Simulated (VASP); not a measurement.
A run of VASP 6.6.1 is set up as follows.

File INCAR:

```
SYSTEM = BaF2
  PREC = Accurate
  ENCUT = 600
  EDIFF = 1E-6
  ISMEAR = 0
  SIGMA = 0.05
  LREAL = .False.
  LASPH = .True.
  NELM = 120
  ALGO = Normal
  ISIF = 2
  LWAVE = .False.
  LCHARG = .True.
  GGA = PE
  LELF = .True.
  LVHAR = .True.
  NBANDS = 19
  GGA_COMPAT = .False.
```

The input KPOINTS:

```
regular mesh
0
Gamma
  6 6 6
  0 0 0
```

The input POSCAR:

```
BaF2
1.0
    0.0000000000      2.9450475000      3.0225487500
    2.9450475000      0.0000000000      3.0225487500
    2.9450475000      2.9450475000      0.0000000000
Ba F
1 2
Direct
    0.0000000000      0.0000000000      0.0000000000
    0.2500000000      0.2500000000      0.2500000000
    0.7500000000      0.7500000000      0.7500000000
```

Potentials or basis: VASP PAW PBE potentials, release 64 (Ba_sv, F).

Run with:

```bash
$ cat potpaw_PBE.64/Ba_sv/POTCAR potpaw_PBE.64/F/POTCAR > POTCAR
$ mpirun -np 1 vasp_std > vasp.out
```

(1) Estimate the pressure.

(2) What does it give for the band gap on the k mesh?

Answers

(1) 13.4 GPa.

(2) 7.31 eV, indirect (least direct gap 7.44 eV).

Caveat: the cell differs from its parent crystal (strain -0.050 along x and y, -0.025 along z); spin-orbit coupling is left out, which moves the levels of the heavy elements.
